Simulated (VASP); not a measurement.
# Si (C2) in VASP: further runs

Si is run at these levels: r2SCAN; tasks: single point.

Program: VASP 6.6.1. These are calculated values, not measurements. Logs are shortened: lines on timing, memory, paths and dates and some standing lists are left out, and cuts for length are marked.

## (1) The cell of the first run

Symmetry: C2, No. 5, monoclinic system. The conventional cell has a = 3.832 Å, b = 6.637 Å, c = 12.707 Å, α = 90.00°, β = 93.46°, γ = 90.00°. Si (site symmetry 1) has 4 Si at 2.35 to 2.49 Å within 3.1 Å. Within 3.1 Å of Si (site symmetry 1) lie 4 Si at 2.35 to 2.37 Å. Si (site symmetry 1) has 4 Si at 2.35 to 2.37 Å within 3.1 Å. Si (site symmetry 1) has 4 Si at 2.35 to 2.37 Å within 3.1 Å.

## (2) Single point, r2SCAN

POSCAR

```
Si
1.0
   -3.8319083606      0.0000000000      0.0000000000
   -1.9159541803     -3.3185299852      0.0000000000
   -0.7663816721      0.0000000000     12.6836398318
Si
8
Direct
    0.1520242455      0.3333333333      0.9065454392
    0.2520242455      0.3333333333      0.4065454392
    0.6353575788      0.6666666667      0.1565454392
    0.5353575788      0.6666666667      0.6565454392
    0.3146424212      0.3333333333      0.0934545608
    0.2146424212      0.3333333333      0.5934545608
    0.5979757545      0.6666666667      0.3434545608
    0.4979757545      0.6666666667      0.8434545608
```

INCAR.step1

```
PREC     = Accurate       # precision mode
ENCUT    = 520            # plane-wave cutoff, eV
ISMEAR   = 0              # smearing method
SIGMA    = 0.05           # smearing width, eV
LREAL    = False          # projectors in reciprocal space
LASPH    = True           # aspherical terms in the spheres
NELM     = 80             # most SCF steps
NBANDS   = 26             # bands
GGA      = PE             # functional
ALGO     = Normal         # electronic algorithm
EDIFF    = 1E-4           # SCF threshold, eV
LWAVE    = True           # write WAVECAR
LCHARG   = False          # write CHGCAR
```

INCAR.step2

```
PREC     = Accurate       # precision mode
ENCUT    = 520            # plane-wave cutoff, eV
EDIFF    = 1E-7           # SCF threshold, eV
ISMEAR   = 0              # smearing method
SIGMA    = 0.05           # smearing width, eV
LREAL    = False          # projectors in reciprocal space
LASPH    = True           # aspherical terms in the spheres
NELM     = 80             # most SCF steps
ALGO     = Normal         # electronic algorithm
ISIF     = 2              # what is computed and relaxed
LWAVE    = False          # write WAVECAR
LCHARG   = False          # write CHGCAR
METAGGA  = R2SCAN         # meta-GGA
LMIXTAU  = True         
NBANDS   = 26             # bands
ISTART   = 1
```

KPOINTS

```
regular mesh
0
Gamma
  8 8 2
```

Potentials or basis: VASP PAW PBE potentials, release 64 (Si).

Run with:

```console
$ cat potpaw_PBE.64/Si/POTCAR > POTCAR
$ cp INCAR.step1 INCAR
$ mpirun -np 1 vasp_std > vasp.out
$ cp INCAR.step2 INCAR
$ mpirun -np 1 vasp_std > vasp.out
```

OUTCAR:

```text
PREC = Accurate
   ENCUT = 520
   EDIFF = 1E-7
   ISMEAR = 0
   LREAL = False
   LASPH = True
   NELM = 80
   ISIF = 2
   METAGGA = R2SCAN
   ISTART = 1

 ion  position               nearest neighbor table
   1  0.152  0.333  0.907-   8 2.35   8 2.35   8 2.35   5 2.49
   2  0.252  0.333  0.407-   7 2.35   7 2.35   7 2.35   6 2.37
   3  0.635  0.667  0.157-   5 2.35   5 2.35   5 2.35   7 2.37
   4  0.535  0.667  0.657-   6 2.35   6 2.35   6 2.35   8 2.37
   5  0.315  0.333  0.093-   3 2.35   3 2.35   3 2.35   1 2.49
   6  0.215  0.333  0.593-   4 2.35   4 2.35   4 2.35   2 2.37
   7  0.598  0.667  0.343-   2 2.35   2 2.35   2 2.35   3 2.37
   8  0.498  0.667  0.843-   1 2.35   1 2.35   1 2.35   4 2.37

  LATTYP: Found a base centered monoclinic cell.
 ALAT       =     3.8319083606
 B/A-ratio  =     1.7320508075
 C/A-ratio  =     3.3160428236
 COS(beta)  =    -0.0603128520

  Lattice vectors:

 A1 = (   1.9159541803,  -3.3185299852,   0.0000000000)
 A2 = (   1.9159541803,   3.3185299852,   0.0000000000)
 A3 = (  -0.7663816721,   0.0000000000,  12.6836398318)

Analysis of symmetry for initial positions (statically):
=====================================================================
 Subroutine PRICEL returns:
 Original cell was already a primitive cell.

 Routine SETGRP: Setting up the symmetry group for a
 base centered monoclinic supercell.

 Subroutine GETGRP returns: Found  2 space group operations
 (whereof  1 operations were pure point group operations)
 out of a pool of  4 trial point group operations.

The static configuration has the point symmetry C_1 .
 The point group associated with its full space group is C_2 .

Analysis of symmetry for dynamics (positions and initial velocities):
=====================================================================
 Subroutine PRICEL returns:
 Original cell was already a primitive cell.

 Routine SETGRP: Setting up the symmetry group for a
 base centered monoclinic supercell.

 Subroutine GETGRP returns: Found  2 space group operations
 (whereof  1 operations were pure point group operations)
 out of a pool of  4 trial point group operations.

The dynamic configuration has the point symmetry C_1 .
 The point group associated with its full space group is C_2 .

 Subroutine INISYM returns: Found  2 space group operations
 (whereof  1 operations are pure point group operations),
 and found     1 'primitive' translations

----------------------------------------------------------------------------------------

                                     Primitive cell

  volume of cell :     161.2890

  direct lattice vectors                    reciprocal lattice vectors
    -3.831908361  0.000000000  0.000000000    -0.260966575  0.150669122 -0.015768344
    -1.915954180 -3.318529985  0.000000000     0.000000000 -0.301338244  0.000000000
    -0.766381672  0.000000000 12.683639832     0.000000000  0.000000000  0.078841722

  length of vectors
     3.831908361  3.831908361 12.706772220     0.301750523  0.301338244  0.078841722

  position of ions in fractional coordinates (direct lattice)
     0.152024246  0.333333333  0.906545439
     0.252024246  0.333333333  0.406545439
     0.635357579  0.666666667  0.156545439
     0.535357579  0.666666667  0.656545439
     0.314642421  0.333333333  0.093454561
     0.214642421  0.333333333  0.593454561
     0.597975754  0.666666667  0.343454561
     0.497975754  0.666666667  0.843454561

  ion indices of the primitive-cell ions
   primitive index   ion index
                 1           1
                 2           2
                 3           3
                 4           4
                 5           5
                 6           6
                 7           7
                 8           8

----------------------------------------------------------------------------------------

 KPOINTS: regular mesh

Automatic generation of k-mesh.
 Grid dimensions read from file:
 generate k-points for:    8    8    2

 Generating k-lattice:

[... 44 lines left out ...]
  energy-cutoff  :      520.00
  volume of cell :      161.29
 maximum number of plane-waves:      4366
   NGX = 15   NGY = 15   NGZ = 47

 number of electron      32.0000000 magnetization

 Free energy of the ion-electron system (eV)
  ---------------------------------------------------
  ext. energy  EPLUGINS =         0.00000000
  ---------------------------------------------------
  free energy    TOTEN  =       -69.76185954 eV

  energy without entropy =      -69.76185954  energy(sigma->0) =      -69.76185954

 E-fermi :   6.2235     XC(G=0):  -9.8369

 val. band max:        5.9714974199   @ k =   0.0000   0.0000   0.0000
 cond. band min:       6.6005967348   @ k =   0.5000   0.0000   0.0000
 fundamental gap:      0.6290993149
 Fermi energy:         6.2235016922

 k-point     1 :       0.0000    0.0000    0.0000
  band No.  band energies     occupation
      1      -6.8071      2.00000
      2      -5.9991      2.00000
      3      -5.9697      2.00000
      4      -4.4397      2.00000
      5      -1.5121      2.00000
      6       1.5222      2.00000
[... 18 lines left out ...]
     25       9.2595      0.00000
     26       9.2656      0.00000

 k-point     2 :       0.1250    0.0000    0.0000
  band No.  band energies     occupation
      1      -6.6146      2.00000
      2      -5.8326      2.00000
      3      -5.7546      2.00000
      4      -4.2462      2.00000
      5      -1.4084      2.00000
      6       1.4923      2.00000
[... 18 lines left out ...]
     25       9.7704      0.00000
     26       9.9476      0.00000

 k-point     3 :       0.2500    0.0000    0.0000
  band No.  band energies     occupation
      1      -6.0494      2.00000
      2      -5.3075      2.00000
      3      -5.1632      2.00000
      4      -3.6770      2.00000
      5      -1.2922      2.00000
      6       0.7005      2.00000
[... 572 lines left out ...]
 k-point    23 :       0.1250    0.0000    0.5000
  band No.  band energies     occupation
      1      -6.4237      2.00000
      2      -6.3857      2.00000
      3      -4.9334      2.00000
      4      -4.8326      2.00000
      5      -0.4825      2.00000
      6      -0.3053      2.00000
[... 18 lines left out ...]
     25       9.6838      0.00000
     26      10.1242      0.00000

 k-point    24 :       0.2500    0.0000    0.5000
  band No.  band energies     occupation
      1      -5.8787      2.00000
      2      -5.8043      2.00000
      3      -4.4161      2.00000
      4      -4.2378      2.00000
      5      -0.5321      2.00000
      6      -0.3507      2.00000
[... 18 lines left out ...]
     25      10.8945      0.00000
     26      11.4883      0.00000

 [... further k-points ...]
[... 5 lines left out ...]
  --------------------------------------------------------------------------------------
  -------------------------------------------------------------------------------------
  Total       -0.9302137     -0.0496485     -1.2109246      0.0000000      0.0000000      3.0643114
  in kB       -9.2403531     -0.4931877    -12.0288173      0.0000000      0.0000000     30.4395840
  external PRESSURE =      -7.2541194 kB  Pullay stress =       0.0000000 kB

 VOLUME and BASIS-vectors are now :
 -----------------------------------------------------------------------------
  energy-cutoff  :      520.00
  volume of cell :      161.29
      direct lattice vectors                 reciprocal lattice vectors
    -3.831908361  0.000000000  0.000000000    -0.260966575  0.150669122 -0.015768344
    -1.915954180 -3.318529985  0.000000000     0.000000000 -0.301338244  0.000000000
    -0.766381672  0.000000000 12.683639832     0.000000000  0.000000000  0.078841722

 POSITION                                       TOTAL-FORCE (eV/Angst)
 -----------------------------------------------------------------------------------
     -1.91595     -1.10618     11.49830        -0.873965      0.064389      0.514570
     -1.91595     -1.10618      5.15648        -0.012336      0.001233     -0.008428
     -3.83191     -2.21235      1.98557        -0.111293     -0.045371     -0.018480
     -3.83191     -2.21235      8.32739        -0.132100     -0.020252     -0.037385
     -1.91595     -1.10618      1.18534         0.873965      0.064389     -0.514570
     -1.91595     -1.10618      7.52716         0.012336      0.001233      0.008428
     -3.83191     -2.21235      4.35625         0.132100     -0.020252      0.037385
     -3.83191     -2.21235     10.69807         0.111293     -0.045371      0.018480
 -----------------------------------------------------------------------------------
    total drift:                                0.000015      0.000017     -0.000004

  FREE ENERGIE OF THE ION-ELECTRON SYSTEM (eV)
  ---------------------------------------------------
  free  energy   TOTEN  =       -69.7618595412 eV

  energy  without entropy=      -69.7618595412  energy(sigma->0) =      -69.76185954
```

Run time: 5.1 min. Hardware: 1 thread of Intel Xeon Platinum 8488C (Sapphire Rapids), shared host; peak memory 0.34 GiB.

What came out:

| Item | Value |
| --- | --- |
| Free energy | -69.7619 eV |
| Pressure | -0.7 GPa |
| Largest force | 1.016 eV/Å |
| Band gap on the k mesh | 0.63 eV (least direct gap 1.46 eV) |

Forces in eV/Å, atoms in the order of the input:
```
Si  -0.874  0.064  0.515
Si  -0.012  0.001 -0.008
Si  -0.111 -0.045 -0.018
Si  -0.132 -0.020 -0.037
Si   0.874  0.064 -0.515
Si   0.012  0.001  0.008
Si   0.132 -0.020  0.037
Si   0.111 -0.045  0.018
```

Stress tensor (GPa, compression positive):
```
-0.92  0.00  3.04
 0.00 -0.05  0.00
 3.04  0.00 -1.20
```

Caveat: the PAW data sets were made with another functional, which shifts forces and pressure a little. A k mesh can miss the band edges.

## (3) Single point, r2SCAN

POSCAR

```
Si
1.0
   -3.8319083606      0.0000000000      0.0000000000
   -1.9159541803     -3.3185299852      0.0000000000
   -1.5327633442      0.0000000000     12.6836398318
Si
8
Direct
   -0.0292848423      0.3333333333      0.9065454392
    0.1707151577      0.3333333333      0.4065454392
    0.6040484910      0.6666666667      0.1565454392
    0.4040484910      0.6666666667      0.6565454392
    0.2959515090      0.3333333333      0.0934545608
    0.0959515090      0.3333333333      0.5934545608
    0.5292848423      0.6666666667      0.3434545608
    0.3292848423      0.6666666667      0.8434545608
```

INCAR.step1

```
ALGO = Normal
EDIFF = 1E-4
ENCUT = 520
GGA = PE
ISMEAR = 0
LASPH = True
LCHARG = False
LREAL = False
LWAVE = True
NBANDS = 26
NELM = 100
PREC = Accurate
SIGMA = 0.05
```

INCAR.step2

```
ALGO = Normal
EDIFF = 1E-7
ENCUT = 520
ISIF = 2
ISMEAR = 0
ISTART = 1
LASPH = True
LCHARG = False
LMIXTAU = True
LREAL = False
LWAVE = False
METAGGA = R2SCAN
NBANDS = 26
NELM = 100
PREC = Accurate
SIGMA = 0.05
```

KPOINTS

```
k-points
0
Gamma
  8 8 2
```

Potentials or basis: VASP PAW PBE potentials, release 64 (Si).

Run with:

```console
$ cat potpaw_PBE.64/Si/POTCAR > POTCAR
$ cp INCAR.step1 INCAR
$ mpirun -np 1 vasp_std > vasp.out
$ cp INCAR.step2 INCAR
$ mpirun -np 1 vasp_std > vasp.out
```

Wall time 6 min (1 thread of Intel Xeon Platinum 8488C (Sapphire Rapids), shared host); peak memory 0.34 GiB.

Results (log left out):

```yaml
Free_energy: -68.7951 eV
Pressure: -1.1 GPa
Largest_force: 1.261 eV/Å
Band_gap_on_the_k_mesh: zero (bands 16 and 17 overlap by 0.06 eV)
```

Forces in eV/Å, atoms in the order of the input:
```
Si  -1.112  0.159  0.572
Si   0.002 -0.004 -0.071
Si  -0.080 -0.065 -0.025
Si  -0.138 -0.091 -0.174
Si   1.112  0.159 -0.572
Si  -0.002 -0.004  0.071
Si   0.138 -0.091  0.174
Si   0.080 -0.065  0.025
```

Stress tensor (GPa, compression positive):
```
-2.79  0.00  4.04
 0.00  0.02  0.00
 4.04  0.00 -0.40
```

Levels at points of the mesh, in eV from the Fermi level:
```csv
k point,band 13,band 14,band 15,band 16,band 17,band 18,band 19,band 20
"(0.00, 0.00, 0.00)",-0.51,-0.32,-0.11,0.04,1.61,1.76,2.24,2.27
"(0.50, 0.00, 0.00)",-2.70,-2.40,-1.78,-1.14,-0.02,0.76,1.12,1.56
"(0.00, 0.50, 0.00)",-2.58,-2.05,-2.01,-1.75,0.15,0.87,1.32,1.88
"(0.00, 0.00, 0.50)",-0.90,-0.57,-0.22,-0.07,1.54,1.96,2.25,2.29
"(0.50, 0.00, 0.50)",-2.69,-2.26,-1.79,-1.20,0.04,0.83,1.00,1.60
"(0.00, 0.50, 0.50)",-2.55,-2.46,-1.82,-1.60,0.22,1.00,1.14,2.00
```

Caveat: semilocal functionals underestimate gaps, so a narrow gap can read as zero; the PAW data sets were made with another functional, which shifts forces and pressure a little.

## (4) Single point, r2SCAN

POSCAR

```
Si
1.0
   -3.8319083606      0.0000000000      0.0000000000
   -1.9159541803     -3.3185299852      0.0000000000
   -0.3831908361      0.0000000000     12.6836398318
Si
8
Direct
    0.2426787894      0.3333333333      0.9065454392
    0.2926787894      0.3333333333      0.4065454392
    0.6510121227      0.6666666667      0.1565454392
    0.6010121227      0.6666666667      0.6565454392
    0.3239878773      0.3333333333      0.0934545608
    0.2739878773      0.3333333333      0.5934545608
    0.6323212106      0.6666666667      0.3434545608
    0.5823212106      0.6666666667      0.8434545608
```

INCAR.step1

```
PREC = Accurate ; ENCUT = 520
ISMEAR = 0 ; SIGMA = 0.05
LREAL = False ; LASPH = True
NELM = 60 ; NBANDS = 26
GGA = PE ; ALGO = Normal
EDIFF = 1E-4 ; LWAVE = True
LCHARG = False
```

INCAR.step2

```
PREC = Accurate ; ENCUT = 520
EDIFF = 1E-6 ; ISMEAR = 0
SIGMA = 0.05 ; LREAL = False
LASPH = True ; NELM = 60
ALGO = Normal ; ISIF = 2
LWAVE = False ; LCHARG = False
METAGGA = R2SCAN ; LMIXTAU = True
NBANDS = 26 ; ISTART = 1
```

KPOINTS

```
regular mesh
0
Gamma
  8 8 2
```

Run with:

```console
$ cat potpaw_PBE.64/Si/POTCAR > POTCAR
$ cp INCAR.step1 INCAR
$ mpirun -np 1 vasp_std > vasp.out
$ cp INCAR.step2 INCAR
$ mpirun -np 1 vasp_std > vasp.out
```

It took 4.6 min on 1 thread of Intel Xeon Platinum 8488C (Sapphire Rapids), shared host; peak memory 0.34 GiB.

Results (log left out):

- Free energy: -70.0147 eV
- Pressure: -0.4 GPa
- Largest force: 0.436 eV/Å
- Band gap on the k mesh: 0.62 eV (least direct gap 1.40 eV)

Forces on the atoms (eV/Å):
```
Si  -0.400  0.019  0.173
Si  -0.007  0.000 -0.007
Si  -0.066 -0.015 -0.011
Si  -0.071 -0.005 -0.014
Si   0.400  0.019 -0.173
Si   0.007  0.000  0.007
Si   0.071 -0.005  0.014
Si   0.066 -0.015  0.011
```

Stress tensor (GPa, compression positive):
```
-0.37  0.00  1.44
 0.00 -0.15  0.00
 1.44  0.00 -0.62
```

Levels at points of the mesh, in eV from the valence-band top:
```
           k point  band 14  band 15  band 16  band 17  band 18  band 19
(0.00, 0.00, 0.00)    -0.39    -0.03     0.00     1.40     2.12     2.16
(0.50, 0.00, 0.00)    -2.55    -2.39    -1.54     0.62     1.05     1.16
(0.00, 0.50, 0.00)    -2.53    -2.43    -1.55     0.64     1.07     1.15
(0.00, 0.00, 0.50)    -0.40    -0.36    -0.35     1.57     1.62     2.46
(0.50, 0.00, 0.50)    -2.33    -1.90    -1.90     0.82     0.83     1.23
(0.00, 0.50, 0.50)    -2.48    -1.89    -1.89     0.82     0.86     1.33
```

Caveat: the PAW data sets were made with another functional, which shifts forces and pressure a little. A k mesh can miss the band edges.

## (5) Single point, r2SCAN

POSCAR

```
Si
1.0
   -3.8319083606      0.0000000000      0.0000000000
   -1.9159541803     -3.3185299852      0.0000000000
   -1.1495725082      0.0000000000     12.6836398318
Si
8
Direct
    0.0613697016      0.3333333333      0.9065454392
    0.2113697016      0.3333333333      0.4065454392
    0.6197030349      0.6666666667      0.1565454392
    0.4697030349      0.6666666667      0.6565454392
    0.3052969651      0.3333333333      0.0934545608
    0.1552969651      0.3333333333      0.5934545608
    0.5636302984      0.6666666667      0.3434545608
    0.4136302984      0.6666666667      0.8434545608
```

INCAR.step1

```
SYSTEM = Si
ALGO = Normal ; EDIFF = 1E-4
ENCUT = 520 ; GGA = PE
ISMEAR = 0 ; LASPH = .True.
LCHARG = .False. ; LREAL = .False.
LWAVE = .True. ; NBANDS = 26
NELM = 60 ; PREC = Accurate
SIGMA = 0.05
```

INCAR.step2

```
SYSTEM = Si
ALGO = Normal ; EDIFF = 1E-7
ENCUT = 520 ; ISIF = 2
ISMEAR = 0 ; ISTART = 1
LASPH = .True. ; LCHARG = .False.
LMIXTAU = .True. ; LREAL = .False.
LWAVE = .False. ; METAGGA = R2SCAN
NBANDS = 26 ; NELM = 60
PREC = Accurate ; SIGMA = 0.05
```

KPOINTS

```
k-points
0
Gamma
  8 8 2
  0 0 0
```

Run with:

```console
$ cat potpaw_PBE.64/Si/POTCAR > POTCAR
$ cp INCAR.step1 INCAR
$ mpirun -np 1 vasp_std > vasp.out
$ cp INCAR.step2 INCAR
$ mpirun -np 1 vasp_std > vasp.out
```

Wall time 5.5 min (1 thread of Intel Xeon Platinum 8488C (Sapphire Rapids), shared host); peak memory 0.34 GiB.

The run converged. Its results:

| Item | Value |
| --- | --- |
| Free energy | -69.3216 eV |
| Pressure | -1.0 GPa |
| Largest force | 1.445 eV/Å |
| Band gap on the k mesh | 0.38 eV (least direct gap 1.51 eV) |

Forces on the atoms (eV/Å):
```
Si  -1.269  0.115  0.682
Si  -0.016  0.001 -0.012
Si  -0.128 -0.066 -0.017
Si  -0.174 -0.050 -0.075
Si   1.269  0.115 -0.682
Si   0.016  0.001  0.012
Si   0.174 -0.050  0.075
Si   0.128 -0.066  0.017
```

Stress tensor (GPa, compression positive):
```
-1.80  0.00  4.40
 0.00  0.06  0.00
 4.40  0.00 -1.21
```

Levels at points of the mesh, in eV from the valence-band top:
| k point | band 14 | band 15 | band 16 | band 17 | band 18 | band 19 |
| --- | --- | --- | --- | --- | --- | --- |
| (0.00, 0.00, 0.00) | -0.40 | -0.13 | 0.00 | 1.51 | 1.91 | 2.16 |
| (0.50, 0.00, 0.00) | -2.51 | -1.92 | -1.48 | 0.40 | 0.66 | 1.11 |
| (0.00, 0.50, 0.00) | -2.30 | -2.18 | -1.69 | 0.48 | 0.76 | 1.22 |
| (0.00, 0.00, 0.50) | -0.57 | -0.31 | -0.24 | 1.53 | 1.82 | 2.30 |
| (0.50, 0.00, 0.50) | -2.25 | -1.87 | -1.60 | 0.47 | 0.79 | 0.90 |
| (0.00, 0.50, 0.50) | -2.50 | -1.85 | -1.78 | 0.52 | 0.98 | 1.02 |

Caveat: the PAW data sets were made with another functional, which shifts forces and pressure a little. A k mesh can miss the band edges.

## (6) Overview

| cell | gap on the mesh (eV) | pressure (GPa) | largest force (eV/Å) |
| --- | --- | --- | --- |
| a = 3.832, b = 3.832, c = 12.707 Å, angles 88.3, 86.5, 60.0°, 8 atoms | 0.63 | -0.7 | 1.02 |
| a = 3.832, b = 3.832, c = 12.776 Å, angles 86.6, 83.1, 60.0°, 8 atoms | none | -1.1 | 1.26 |
| a = 3.832, b = 3.832, c = 12.689 Å, angles 89.1, 88.3, 60.0°, 8 atoms | 0.62 | -0.4 | 0.44 |
| a = 3.832, b = 3.832, c = 12.736 Å, angles 87.4, 84.8, 60.0°, 8 atoms | 0.38 | -1.0 | 1.45 |

Alike in all rows: task single point; level r2SCAN; potentials or basis VASP PAW PBE potentials, release 64 (Si); no spin polarisation; k mesh 8 × 8 × 2; cutoff (eV) 520; smearing gaussian 0.05 eV.

Caveats: the PAW data sets were made with another functional, which shifts forces and pressure a little; semilocal functionals underestimate gaps, so a narrow gap can read as zero (at least some runs).

Total energies depend on the potentials used, so only differences within one code and one set of settings carry meaning.
